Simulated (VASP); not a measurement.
# HfGe3 (P6/mmm) in VASP: single point with PBE

Aim: the single point of HfGe3 with PBE.

Everything below comes from runs of VASP 6.6.1. Logs are shortened: lines on timing, memory, paths and dates and some standing lists are left out, and cuts for length are marked.

## 1. The cell of the first run

It takes space group P6/mmm (No. 191, hexagonal). Conventional cell: a = 4.293 Å, b = 4.293 Å, c = 5.614 Å, α = 90.00°, β = 90.00°, γ = 120.00°. Hf (site symmetry 6/mmm) has 14 Ge at 2.81 to 3.74 Å within 3.8 Å. Within 3.3 Å of Ge (site symmetry -6m2) lie 6 Ge at 2.48 Å. Within 3.3 Å of Ge (site symmetry 6/mmm) lie 6 Ge at 2.48 Å and 2 Hf at 2.81 Å.

The cell was built from a structure type or drawn by symmetry, and may not be a known phase.

## 2. Single point, PBE

INCAR reads:

```
SYSTEM = HfGe3
PREC = Accurate
ENCUT = 520
EDIFF = 1E-6
ISMEAR = 0
SIGMA = 0.1
LREAL = .FALSE.
LASPH = .TRUE.
NELM = 60
ALGO = Normal
ISIF = 2
LWAVE = .FALSE.
LCHARG = .TRUE.
GGA = PE
LELF = .TRUE.
LVHAR = .TRUE.
NBANDS = 34
```

KPOINTS reads:

```
Automatic mesh
0
G
  6 6 4
  0 0 0
```

POSCAR reads:

```
HfGe3
1.0
    4.2929507800      0.0000000000      0.0000000000
   -2.1464753900      3.7178044300      0.0000000000
    0.0000000000      0.0000000000      5.6135163800
Hf Ge
1 3
Direct
    0.0000000000      0.0000000000      0.0000000000
    0.3333333300      0.6666666700      0.5000000000
    0.6666666700      0.3333333300      0.5000000000
    0.0000000000      0.0000000000      0.5000000000
```

Potentials or basis: VASP PAW PBE potentials, release 64 (Hf_pv, Ge_d).

Run with:

```bash
$ cat potpaw_PBE.64/Hf_pv/POTCAR potpaw_PBE.64/Ge_d/POTCAR > POTCAR
$ mpirun -np 1 vasp_std > vasp.out
```

OUTCAR:

```text
SYSTEM = HfGe3
   PREC = Accurate
   ENCUT = 520
   EDIFF = 1E-6
   ISMEAR = 0
   LREAL = .FALSE.
   LASPH = .TRUE.
   NELM = 60
   ISIF = 2
   GGA = PE

 ion  position               nearest neighbor table
   1  0.000  0.000  0.000-   4 2.81   4 2.81
   2  0.333  0.667  0.500-   3 2.48   4 2.48   3 2.48   4 2.48   4 2.48   3 2.48
   3  0.667  0.333  0.500-   2 2.48   4 2.48   2 2.48   4 2.48   4 2.48   2 2.48
   4  0.000  0.000  0.500-   2 2.48   3 2.48   2 2.48   3 2.48   3 2.48   2 2.48   1 2.81   1 2.81

  LATTYP: Found a hexagonal cell.
 ALAT       =     4.2929507800
 C/A-ratio  =     1.3076125648

  Lattice vectors:

 A1 = (   4.2929507800,   0.0000000000,   0.0000000000)
 A2 = (  -2.1464753900,   3.7178044300,   0.0000000000)
 A3 = (   0.0000000000,   0.0000000000,   5.6135163800)

Analysis of symmetry for initial positions (statically):
=====================================================================
 Subroutine PRICEL returns:
 Original cell was already a primitive cell.

 Routine SETGRP: Setting up the symmetry group for a
 hexagonal supercell.

 Subroutine GETGRP returns: Found 24 space group operations
 (whereof 24 operations were pure point group operations)
 out of a pool of 24 trial point group operations.

The static configuration has the point symmetry D_6h.

Analysis of symmetry for dynamics (positions and initial velocities):
=====================================================================
 Subroutine PRICEL returns:
 Original cell was already a primitive cell.

 Routine SETGRP: Setting up the symmetry group for a
 hexagonal supercell.

 Subroutine GETGRP returns: Found 24 space group operations
 (whereof 24 operations were pure point group operations)
 out of a pool of 24 trial point group operations.

The dynamic configuration has the point symmetry D_6h.

 Subroutine INISYM returns: Found 24 space group operations
 (whereof 24 operations are pure point group operations),
 and found     1 'primitive' translations

----------------------------------------------------------------------------------------

                                     Primitive cell

  volume of cell :      89.5937

  direct lattice vectors                    reciprocal lattice vectors
     4.292950780  0.000000000  0.000000000     0.232940011  0.134487978  0.000000000
    -2.146475390  3.717804430  0.000000000     0.000000000  0.268975956  0.000000000
     0.000000000  0.000000000  5.613516380     0.000000000  0.000000000  0.178141459

  length of vectors
     4.292950780  4.292950778  5.613516380     0.268975956  0.268975956  0.178141459

  position of ions in fractional coordinates (direct lattice)
     0.000000000  0.000000000  0.000000000
     0.333333330  0.666666670  0.500000000
     0.666666670  0.333333330  0.500000000
     0.000000000  0.000000000  0.500000000

  ion indices of the primitive-cell ions
   primitive index   ion index
                 1           1
                 2           2
                 3           3
                 4           4

----------------------------------------------------------------------------------------

 KPOINTS: Automatic mesh

Automatic generation of k-mesh.
 Grid dimensions read from file:
 generate k-points for:    6    6    4

 Generating k-lattice:

  Cartesian coordinates                     Fractional coordinates (reciprocal lattice)
     0.038823335  0.022414663  0.000000000     0.166666667  0.000000000  0.000000000
     0.000000000  0.044829326  0.000000000     0.000000000  0.166666667  0.000000000
     0.000000000  0.000000000  0.044535365     0.000000000  0.000000000  0.250000000

  Length of vectors
     0.044829326  0.044829326  0.044535365

  Shift w.r.t. Gamma in fractional coordinates (k-lattice)
     0.000000000  0.000000000  0.000000000

 Subroutine IBZKPT returns following result:
 ===========================================

 Found     21 irreducible k-points:

 Following reciprocal coordinates:
            Coordinates               Weight
  0.000000  0.000000  0.000000      1.000000
  0.166667  0.000000  0.000000      6.000000
  0.333333  0.000000  0.000000      6.000000
  0.500000  0.000000  0.000000      3.000000
  0.166667  0.166667  0.000000      6.000000
  0.333333  0.166667  0.000000     12.000000
[... 13 lines left out ...]
  0.333333  0.166667  0.500000     12.000000
  0.333333  0.333333  0.500000      2.000000
   k-points           NKPTS =     21   k-points in BZ     NKDIM =     21   number of bands    NBANDS=     34
   number of dos      NEDOS =    301   number of ions     NIONS =      4
   total plane-waves  NPLWV =  43008
   dimension x,y,z NGX =    32 NGY =   32 NGZ =   42
   dimension x,y,z NGXF=    64 NGYF=   64 NGZF=   84
   ions per type =               1   3
   NGX,Y,Z   is equivalent  to a cutoff of  12.39, 12.39, 12.44 a.u.
   NGXF,Y,Z  is equivalent  to a cutoff of  24.78, 24.78, 24.88 a.u.
 SYSTEM =  HfGe3
   PREC   = accura    normal or accurate (medium, high low for compatibility)
   ISTART =      0    job   : 0-new  1-cont  2-samecut
   ICHARG =      2    charge: 1-file 2-atom 10-const
   ISPIN  =      1    spin polarized calculation?
   LNONCOLLINEAR =      F non collinear calculations
   LSORBIT =      F    spin-orbit coupling
   LASPH  =      T    aspherical Exc in radial PAW
   ENCUT  =  520.0 eV  38.22 Ry    6.18 a.u.   7.98  7.98 10.44*2*pi/ulx,y,z
   NELM   =     60;   NELMIN=  2; NELMDL= -5     # of ELM steps
   EDIFF  = 0.1E-05   stopping-criterion for ELM
   LREAL  =      F    real-space projection
   EDIFFG = 0.1E-04   stopping-criterion for IOM
   NSW    =      0    number of steps for IOM
   IBRION =     -1    ionic relax: 0-MD 1-quasi-New 2-CG
   NFREE  =      0    steps in history (QN), initial steepest desc. (CG)
   ISIF   =      2    stress and relaxation
   ISYM   =      2    0-nonsym 1-usesym 2-fastsym
   POTIM  = 0.5000    time-step for ionic-motion
   TEBEG  =    0.0;   TEEND  =   0.0 temperature during run
   PSTRESS=    0.0 pullay stress
   NELECT =      52.0000    total number of electrons
   NUPDOWN=      -1.0000    fix difference up-down
   EMIN   =  10.00;   EMAX   =-10.00  energy-range for DOS
   EFERMI =   0.00;   METHOD = LEGACY
   ISMEAR =     0;   SIGMA  =   0.10  broadening in eV -4-tet -1-fermi 0-gaus
   EFERMI_NEDOS =   21; number of points for ismear=-14 and -15
   IALGO  =     38    algorithm
   IMIX   =      4    mixing-type and parameters
     AMIX     =   0.40;   BMIX     =  1.00
     AMIX_MAG =   1.60;   BMIX_MAG =  1.00
  volume/ion in A,a.u.               =      22.40       151.15
  Fermi-wavevector in a.u.,A,eV,Ry     =   1.365579  2.580570 25.372222  1.864806
  Thomas-Fermi vector in A             =   2.491795
   LORBIT       =      0    0 simple, 1 ext, 2 COOP (PROOUT), +10 PAW based schemes
   GGA     = PE    functional components
   LHFCALC =     F    Hartree Fock is set to
   AEXX    =    0.0000 exact exchange contribution
   IVDW    =     0    specifies the selected vdW correction
   LEPSILON=     F    determine dielectric tensor
   LRPA    =     F    only Hartree local field effects (RPA)
 non-spin polarized calculation
 Gauss-broadening in eV      SIGMA  =   0.10
  energy-cutoff  :      520.00
  volume of cell :       89.59
 maximum number of plane-waves:      2438
 NGX is ok and might be reduce to    32
   NGX = 15   NGY = 15   NGZ = 21

 number of electron      51.9999977 magnetization

 Free energy of the ion-electron system (eV)
  ---------------------------------------------------
  ext. energy  EPLUGINS =         0.00000000
  ---------------------------------------------------
  free energy    TOTEN  =       -18.61760044 eV

  energy without entropy =      -18.60568408  energy(sigma->0) =      -18.61164226

 E-fermi :   5.5337     XC(G=0): -10.4373

 val. band max:        5.4476884612   @ k =   0.3333   0.3333   0.2500
 cond. band min:       5.6078152154   @ k =   0.3333   0.0000   0.2500
 fundamental gap:      0.1601267542
 Fermi energy:         5.5336933413

 k-point     1 :       0.0000    0.0000    0.0000
  band No.  band energies     occupation
      1     -26.8666      2.00000
      2     -26.8666      2.00000
      3     -26.7440      2.00000
      4     -19.9151      2.00000
      5     -19.8893      2.00000
      6     -19.8893      2.00000
[... 26 lines left out ...]
     33       8.7730      0.00000
     34       9.4145      0.00000

 k-point     2 :       0.1667    0.0000    0.0000
  band No.  band energies     occupation
      1     -26.8708      2.00000
      2     -26.8677      2.00000
      3     -26.7435      2.00000
      4     -19.9135      2.00000
      5     -19.9113      2.00000
      6     -19.8974      2.00000
[... 26 lines left out ...]
     33       8.3943      0.00000
     34       8.7072      0.00000

 k-point     3 :       0.3333    0.0000    0.0000
  band No.  band energies     occupation
      1     -26.8792      2.00000
      2     -26.8699      2.00000
      3     -26.7425      2.00000
      4     -20.0234      2.00000
      5     -19.9489      2.00000
      6     -19.8691      2.00000
[... 26 lines left out ...]
     33       8.4619      0.00000
     34       9.3725      0.00000

 k-point     4 :       0.5000    0.0000    0.0000
  band No.  band energies     occupation
      1     -26.8833      2.00000
      2     -26.8710      2.00000
      3     -26.7420      2.00000
      4     -20.0738      2.00000
      5     -19.9643      2.00000
      6     -19.8538      2.00000
[... 26 lines left out ...]
     33      10.0502      0.00000
     34      10.5972      0.00000

 k-point     5 :       0.1667    0.1667    0.0000
  band No.  band energies     occupation
      1     -26.8763      2.00000
      2     -26.8701      2.00000
      3     -26.7428      2.00000
      4     -19.9755      2.00000
      5     -19.9541      2.00000
      6     -19.9230      2.00000
[... 510 lines left out ...]
 k-point    19 :       0.1667    0.1667    0.5000
  band No.  band energies     occupation
      1     -26.8764      2.00000
      2     -26.8702      2.00000
      3     -26.7479      2.00000
      4     -19.9755      2.00000
      5     -19.9541      2.00000
      6     -19.9229      2.00000
[... 26 lines left out ...]
     33       8.6667      0.00000
     34      10.2707      0.00000

 k-point    20 :       0.3333    0.1667    0.5000
  band No.  band energies     occupation
      1     -26.8813      2.00000
      2     -26.8732      2.00000
      3     -26.7470      2.00000
      4     -20.0501      2.00000
      5     -19.9932      2.00000
      6     -19.9506      2.00000
[... 26 lines left out ...]
     33       9.8507      0.00000
     34      11.0221      0.00000

 k-point    21 :       0.3333    0.3333    0.5000
  band No.  band energies     occupation
      1     -26.8786      2.00000
      2     -26.8786      2.00000
      3     -26.7468      2.00000
      4     -20.0491      2.00000
      5     -20.0114      2.00000
      6     -20.0114      2.00000
[... 26 lines left out ...]
     33      10.9430      0.00000
     34      10.9430      0.00000

------------------------ aborting loop because EDIFF is reached ----------------------------------------

  FORCE on cell =-STRESS in cart. coord.  units (eV):
  Direction    XX          YY          ZZ          XY          YZ          ZX
  --------------------------------------------------------------------------------------
  -------------------------------------------------------------------------------------
  Total       11.6092510     11.6092509     -5.9636930      0.0000000      0.0000000     -0.0000000
  in kB      207.6047747    207.6047744   -106.6469445      0.0000000      0.0000000     -0.0000000
  external PRESSURE =     102.8542015 kB  Pullay stress =       0.0000000 kB

 VOLUME and BASIS-vectors are now :
 -----------------------------------------------------------------------------
  energy-cutoff  :      520.00
  volume of cell :       89.59
      direct lattice vectors                 reciprocal lattice vectors
     4.292950780  0.000000000  0.000000000     0.232940011  0.134487978  0.000000000
    -2.146475390  3.717804430  0.000000000     0.000000000  0.268975956  0.000000000
     0.000000000  0.000000000  5.613516380     0.000000000  0.000000000  0.178141459

 POSITION                                       TOTAL-FORCE (eV/Angst)
 -----------------------------------------------------------------------------------
      0.00000      0.00000      0.00000         0.000000     -0.000000      0.000000
     -0.00000      2.47854      2.80676        -0.000000      0.000000      0.000000
      2.14648      1.23927      2.80676         0.000000      0.000000      0.000000
      0.00000      0.00000      2.80676         0.000000     -0.000000      0.000000
 -----------------------------------------------------------------------------------
    total drift:                               -0.000000      0.000000     -0.000000

  FREE ENERGIE OF THE ION-ELECTRON SYSTEM (eV)
  ---------------------------------------------------
  free  energy   TOTEN  =       -18.6176004440 eV

  energy  without entropy=      -18.6056840750  energy(sigma->0) =      -18.61164226
```

Wall time 1.7 min (1 thread of Intel Xeon 8259CL, shared host); peak memory 0.23 GiB.

What came out:

- Free energy: -18.6176 eV
- Pressure: 10.3 GPa
- Band gap on the k mesh: zero (bands 26 and 27 overlap by 3.64 eV)

Caveat: the cell stands under pressure; spin-orbit coupling is left out, which moves the levels of the heavy elements.
